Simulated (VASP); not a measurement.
# Mg (I4/mmm) in VASP: a series of runs

The runs below take Mg through single point, with PBEsol+D3(BJ).

Program: VASP 6.6.1. These are calculated values, not measurements. Logs are shortened: lines on timing, memory, paths and dates and some standing lists are left out, and cuts for length are marked.

## Step 1: The cell of the first run

The structure is tetragonal, space group I4/mmm (No. 139). The conventional cell has a = 3.719 Å, b = 3.719 Å, c = 3.274 Å, α = 90.00°, β = 90.00°, γ = 90.00°. Mg (site symmetry 4/mmm) has 14 Mg at 3.10 to 3.72 Å within 4.1 Å.

## Step 2: Single point, PBEsol+D3(BJ)

INCAR reads:

```
SYSTEM = Mg
  PREC = Accurate
  ENCUT = 600
  EDIFF = 1E-6
  ISMEAR = 1
  SIGMA = 0.1
  LREAL = .FALSE.
  LASPH = .TRUE.
  NELM = 120
  ALGO = Normal
  ISIF = 2
  LWAVE = .FALSE.
  LCHARG = .FALSE.
  GGA = PS
  IVDW = 12
  NBANDS = 7
  GGA_COMPAT = .FALSE.
```

KPOINTS reads:

```
Automatic mesh
0
G
  13 13 13
  0 0 0
```

POSCAR reads:

```
Mg
1.0
   -1.8595329223      1.8595329223      1.6371520215
    1.8595329223     -1.8595329223      1.6371520215
    1.8595329223      1.8595329223     -1.6371520215
Mg
1
Direct
    0.0000000000      0.0000000000      0.0000000000
```

Potentials or basis: VASP PAW PBE potentials, release 64 (Mg).

Command:

```sh
> cat potpaw_PBE.64/Mg/POTCAR > POTCAR
> mpirun -np 1 vasp_std > vasp.out
```

OUTCAR:

```text
SYSTEM = Mg
   PREC = Accurate
   ENCUT = 600
   EDIFF = 1E-6
   ISMEAR = 1
   LREAL = .FALSE.
   LASPH = .TRUE.
   NELM = 120
   ISIF = 2
   GGA = PS
   IVDW = 12
 IVDW          = 12

 ion  position               nearest neighbor table
   1  0.000  0.000  0.000-

  LATTYP: Found a body centered tetragonal cell.
 ALAT       =     3.7190658446
 C/A-ratio  =     0.8804103449

  Lattice vectors:

 A1 = (  -1.8595329223,   1.8595329223,   1.6371520215)
 A2 = (   1.8595329223,  -1.8595329223,   1.6371520215)
 A3 = (   1.8595329223,   1.8595329223,  -1.6371520215)

Analysis of symmetry for initial positions (statically):
=====================================================================
 Subroutine PRICEL returns:
 Original cell was already a primitive cell.

 Routine SETGRP: Setting up the symmetry group for a
 body centered tetragonal supercell.

 Subroutine GETGRP returns: Found 16 space group operations
 (whereof 16 operations were pure point group operations)
 out of a pool of 16 trial point group operations.

The static configuration has the point symmetry D_4h.

Analysis of symmetry for dynamics (positions and initial velocities):
=====================================================================
 Subroutine PRICEL returns:
 Original cell was already a primitive cell.

 Routine SETGRP: Setting up the symmetry group for a
 body centered tetragonal supercell.

 Subroutine GETGRP returns: Found 16 space group operations
 (whereof 16 operations were pure point group operations)
 out of a pool of 16 trial point group operations.

The dynamic configuration has the point symmetry D_4h.

 Subroutine INISYM returns: Found 16 space group operations
 (whereof 16 operations are pure point group operations),
 and found     1 'primitive' translations

----------------------------------------------------------------------------------------

                                     Primitive cell

  volume of cell :      22.6442

  direct lattice vectors                    reciprocal lattice vectors
    -1.859532922  1.859532922  1.637152021     0.000000000  0.268884726  0.305408413
     1.859532922 -1.859532922  1.637152021     0.268884726  0.000000000  0.305408413
     1.859532922  1.859532922 -1.637152021     0.268884726  0.268884726  0.000000000

  length of vectors
     3.097739841  3.097739841  3.097739841     0.406906985  0.406906985  0.380260426

  position of ions in fractional coordinates (direct lattice)
     0.000000000  0.000000000  0.000000000

  ion indices of the primitive-cell ions
   primitive index   ion index
                 1           1

----------------------------------------------------------------------------------------

 KPOINTS: Automatic mesh

Automatic generation of k-mesh.
 Grid dimensions read from file:
 generate k-points for:   13   13   13

 Generating k-lattice:

  Cartesian coordinates                     Fractional coordinates (reciprocal lattice)
     0.000000000  0.020683440  0.023492955     0.076923077  0.000000000  0.000000000
     0.020683440  0.000000000  0.023492955     0.000000000  0.076923077  0.000000000
     0.020683440  0.020683440  0.000000000     0.000000000  0.000000000  0.076923077

  Length of vectors
     0.031300537  0.031300537  0.029250802

  Shift w.r.t. Gamma in fractional coordinates (k-lattice)
     0.000000000  0.000000000  0.000000000

 Subroutine IBZKPT returns following result:
 ===========================================

 Found    196 irreducible k-points:

 Following reciprocal coordinates:
            Coordinates               Weight
  0.000000  0.000000  0.000000      1.000000
  0.076923 -0.000000  0.000000      8.000000
  0.153846  0.000000  0.000000      8.000000
  0.230769 -0.000000  0.000000      8.000000
  0.307692  0.000000  0.000000      8.000000
  0.384615  0.000000  0.000000      8.000000
[... 16 lines left out ...]
  0.384615  0.153846  0.000000     16.000000
  0.461538  0.153846  0.000000     16.000000
 [... further k-points ...]
   k-points           NKPTS =    196   k-points in BZ     NKDIM =    196   number of bands    NBANDS=      7
   number of dos      NEDOS =    301   number of ions     NIONS =      1
   total plane-waves  NPLWV =  21952
   dimension x,y,z NGX =    28 NGY =   28 NGZ =   28
   dimension x,y,z NGXF=    56 NGYF=   56 NGZF=   56
   ions per type =               1
   NGX,Y,Z   is equivalent  to a cutoff of  15.03, 15.03, 15.03 a.u.
   NGXF,Y,Z  is equivalent  to a cutoff of  30.05, 30.05, 30.05 a.u.
 SYSTEM =  Mg
   PREC   = accura    normal or accurate (medium, high low for compatibility)
   ISTART =      0    job   : 0-new  1-cont  2-samecut
   ICHARG =      2    charge: 1-file 2-atom 10-const
   ISPIN  =      1    spin polarized calculation?
   LNONCOLLINEAR =      F non collinear calculations
   LSORBIT =      F    spin-orbit coupling
   LASPH  =      T    aspherical Exc in radial PAW
   ENCUT  =  600.0 eV  44.10 Ry    6.64 a.u.   6.19  6.19  6.19*2*pi/ulx,y,z
   NELM   =    120;   NELMIN=  2; NELMDL= -5     # of ELM steps
   EDIFF  = 0.1E-05   stopping-criterion for ELM
   LREAL  =      F    real-space projection
[... 7 lines left out ...]
   TEBEG  =    0.0;   TEEND  =   0.0 temperature during run
   PSTRESS=    0.0 pullay stress
   NELECT =       2.0000    total number of electrons
   NUPDOWN=      -1.0000    fix difference up-down
   EMIN   =  10.00;   EMAX   =-10.00  energy-range for DOS
   EFERMI =   0.00;   METHOD = LEGACY
   ISMEAR =     1;   SIGMA  =   0.10  broadening in eV -4-tet -1-fermi 0-gaus
   EFERMI_NEDOS =   21; number of points for ismear=-14 and -15
   IALGO  =     38    algorithm
   IMIX   =      4    mixing-type and parameters
     AMIX     =   0.40;   BMIX     =  1.00
     AMIX_MAG =   1.60;   BMIX_MAG =  1.00
  volume/ion in A,a.u.               =      22.64       152.81
  Fermi-wavevector in a.u.,A,eV,Ry     =   0.729064  1.377732  7.231972  0.531535
  Thomas-Fermi vector in A             =   1.820694
   LORBIT       =      0    0 simple, 1 ext, 2 COOP (PROOUT), +10 PAW based schemes
   GGA     = PS    functional components
   LHFCALC =     F    Hartree Fock is set to
   AEXX    =    0.0000 exact exchange contribution
   IVDW    =    12    specifies the selected vdW correction
   LEPSILON=     F    determine dielectric tensor
   LRPA    =     F    only Hartree local field effects (RPA)
 non-spin polarized calculation
 Methfessel and Paxton  Order N= 1 SIGMA  =   0.10
  energy-cutoff  :      600.00
  volume of cell :       22.64
 maximum number of plane-waves:       771
 NGX is ok and might be reduce to    28
   NGX = 13   NGY = 13   NGZ = 13

 number of electron       2.0000000 magnetization

 Free energy of the ion-electron system (eV)
  ---------------------------------------------------
  ext. energy  EPLUGINS =         0.00000000
  ---------------------------------------------------
  free energy    TOTEN  =        -1.69356329 eV

  energy without entropy =       -1.69343593  energy(sigma->0) =       -1.69352084

 E-fermi :   2.7078     XC(G=0):  -8.5779

 val. band max:        2.6957930689   @ k =  -0.0769  -0.4615   0.0769
 cond. band min:       2.7267696804   @ k =   0.3846   0.1538   0.0769
 fundamental gap:      0.0309766115
 Fermi energy:         2.7077682349

 k-point     1 :       0.0000    0.0000    0.0000
  band No.  band energies     occupation
      1      -4.3232      2.00000
      2      14.1592      0.00000
      3      16.4042      0.00000
      4      16.5171      0.00000
      5      16.5171      0.00000
      6      16.8525      0.00000
      7      16.8525      0.00000

 k-point     2 :       0.0769   -0.0000    0.0000
  band No.  band energies     occupation
      1      -4.1755      2.00000
      2      13.5672      0.00000
      3      14.9187      0.00000
      4      15.5402      0.00000
      5      15.9766      0.00000
      6      17.3709      0.00000
      7      17.4989      0.00000

 k-point     3 :       0.1538    0.0000    0.0000
  band No.  band energies     occupation
      1      -3.7335      2.00000
      2      12.3006      0.00000
      3      12.6430      0.00000
      4      14.3759      0.00000
      5      14.6374      0.00000
      6      16.7837      0.00000
      7      18.6252      0.00000

 k-point     4 :       0.2308   -0.0000    0.0000
  band No.  band energies     occupation
      1      -3.0015      2.00000
      2       9.6112      0.00000
      3      11.8514      0.00000
      4      13.4555      0.00000
      5      13.5057      0.00000
      6      15.7839      0.00000
      7      19.1574      0.00000

 k-point     5 :       0.3077    0.0000    0.0000
  band No.  band energies     occupation
      1      -1.9866      2.00000
      2       7.0950      0.00000
      3      11.2644      0.00000
      4      12.5280      0.00000
      5      12.8671      0.00000
      6      14.9426      0.00000
      7      19.7240      0.00000

 k-point     6 :       0.3846    0.0000    0.0000
  band No.  band energies     occupation
      1      -0.7004      2.00000
      2       4.8012      0.00000
      3      10.8897      0.00000
      4      11.8847      0.00000
      5      12.4545      0.00000
      6      14.3345      0.00000
      7      20.4578      0.00000

 k-point     7 :       0.4615   -0.0000    0.0000
  band No.  band energies     occupation
      1       0.8172      2.00000
      2       2.7788      0.07337
      3      10.7133      0.00000
      4      11.5508      0.00000
      5      12.2547      0.00000
      6      14.0142      0.00000
      7      21.2788      0.00000

 k-point     8 :       0.0769    0.0769    0.0000
  band No.  band energies     occupation
      1      -3.8619      2.00000
      2      12.9158      0.00000
      3      13.5731      0.00000
      4      13.8508      0.00000
      5      15.8650      0.00000
      6      16.8521      0.00000
      7      17.0871      0.00000

 k-point     9 :       0.1538    0.0769    0.0000
  band No.  band energies     occupation
      1      -3.2566      2.00000
      2      10.8314      0.00000
      3      11.9570      0.00000
      4      12.7183      0.00000
      5      15.2320      0.00000
      6      16.2369      0.00000
      7      17.6379      0.00000

 k-point    10 :       0.2308    0.0769    0.0000
  band No.  band energies     occupation
      1      -2.3652      2.00000
      2       8.2528      0.00000
      3      10.9705      0.00000
      4      11.9593      0.00000
      5      14.3730      0.00000
      6      15.6401      0.00000
      7      18.0776      0.00000

 k-point    11 :       0.3077    0.0769    0.0000
  band No.  band energies     occupation
      1      -1.1971      2.00000
      2       5.8643      0.00000
      3      10.1874      0.00000
      4      11.4927      0.00000
      5      13.6623      0.00000
      6      15.2215      0.00000
      7      18.6806      0.00000
[... 51 lines left out ...]
 k-point    17 :      -0.2308    0.0769    0.0000
  band No.  band energies     occupation
      1      -3.3491      2.00000
      2      10.5058      0.00000
      3      11.4086      0.00000
      4      13.9200      0.00000
      5      14.5489      0.00000
      6      17.7323      0.00000
      7      18.9053      0.00000

 k-point    18 :      -0.1538    0.0769    0.0000
  band No.  band energies     occupation
      1      -3.9179      2.00000
      2      11.5824      0.00000
      3      13.9977      0.00000
      4      14.9703      0.00000
      5      15.6461      0.00000
      6      17.6097      0.00000
      7      18.3121      0.00000

 k-point    19 :      -0.0769    0.0769    0.0000
  band No.  band energies     occupation
      1      -4.1942      2.00000
      2      12.7219      0.00000
      3      15.6352      0.00000
      4      16.3332      0.00000
      5      16.3627      0.00000
      6      16.6134      0.00000
      7      18.1341      0.00000

 k-point    20 :       0.1538    0.1538    0.0000
  band No.  band energies     occupation
      1      -2.4918      2.00000
      2       9.4205      0.00000
      3       9.7843      0.00000
      4      11.8196      0.00000
      5      15.7852      0.00000
      6      15.9183      0.00000
      7      17.9977      0.00000

 k-point    21 :       0.2308    0.1538    0.0000
  band No.  band energies     occupation
      1      -1.4468      2.00000
      2       7.1191      0.00000
      3       8.6802      0.00000
      4      11.2903      0.00000
      5      15.0135      0.00000
      6      16.2692      0.00000
      7      18.1546      0.00000

 k-point    22 :       0.3077    0.1538    0.0000
  band No.  band energies     occupation
      1      -0.1349      2.00000
      2       4.8886      0.00000
      3       7.9621      0.00000
      4      11.0139      0.00000
      5      14.3571      0.00000
      6      16.6512      0.00000
      7      18.3627      0.00000

 k-point    23 :       0.3846    0.1538    0.0000
  band No.  band energies     occupation
      1       1.3837      2.00000
      2       2.9341     -0.00624
      3       7.5198      0.00000
      4      10.9939      0.00000
      5      13.9359      0.00000
      6      16.9790      0.00000
      7      19.0510      0.00000

 k-point    24 :       0.4615    0.1538    0.0000
  band No.  band energies     occupation
      1       0.9982      2.00000
      2       3.3735     -0.00000
      3       7.3566      0.00000
      4      11.2312      0.00000
      5      13.7693      0.00000
      6      17.3614      0.00000
      7      20.0843      0.00000

 [... further k-points ...]

------------------------ aborting loop because EDIFF is reached ----------------------------------------

 Edisp (eV)   -0.26498

 E8    (eV) :    -0.1757

  FORCE on cell =-STRESS in cart. coord.  units (eV):
  Direction    XX          YY          ZZ          XY          YZ          ZX
  --------------------------------------------------------------------------------------
  -------------------------------------------------------------------------------------
  Total      -0.33528    -0.33528    -0.19336     0.00000    -0.00000     0.00000
  in kB     -23.72232   -23.72232   -13.68117     0.00000    -0.00000     0.00000
  external pressure =      -20.38 kB  Pullay stress =        0.00 kB

 VOLUME and BASIS-vectors are now :
 -----------------------------------------------------------------------------
  energy-cutoff  :      600.00
  volume of cell :       22.64
      direct lattice vectors                 reciprocal lattice vectors
    -1.859532922  1.859532922  1.637152021     0.000000000  0.268884726  0.305408413
     1.859532922 -1.859532922  1.637152021     0.268884726  0.000000000  0.305408413
     1.859532922  1.859532922 -1.637152021     0.268884726  0.268884726  0.000000000

 POSITION                                       TOTAL-FORCE (eV/Angst)
 -----------------------------------------------------------------------------------
      0.00000      0.00000      0.00000         0.000000      0.000000     -0.000000
 -----------------------------------------------------------------------------------
    total drift:                                0.000000     -0.000000     -0.000000

  FREE ENERGIE OF THE ION-ELECTRON SYSTEM (eV)
  ---------------------------------------------------
  free  energy   TOTEN  =        -1.9585429200 eV

  energy  without entropy=       -1.9584155530  energy(sigma->0) =       -1.95850046
```

Run time: 23 s. Hardware: 1 thread of Intel Xeon Platinum 8259CL at 2.50GHz (Skylake/Cascade Lake), shared host; peak memory 0.19 GiB.

What came out:

```yaml
Free_energy: -1.9585 eV
Pressure: -2.0 GPa
Band_gap_on_the_k_mesh: zero (bands 1 and 2 overlap by 4.40 eV)
Dispersion_energy_per_atom: -0.265 eV
```

Levels at points of the mesh, in eV from the Fermi level:
```
           k point  band 1  band 2  band 3  band 4
(0.00, 0.00, 0.00)   -7.03   11.45   13.70   13.81
```

Caveat: the PAW data sets were made with another functional, which shifts forces and pressure a little.

(Continued in part 2 of 2.)

The gap in the log of VASP goes by the Fermi energy; the results here count the filled bands.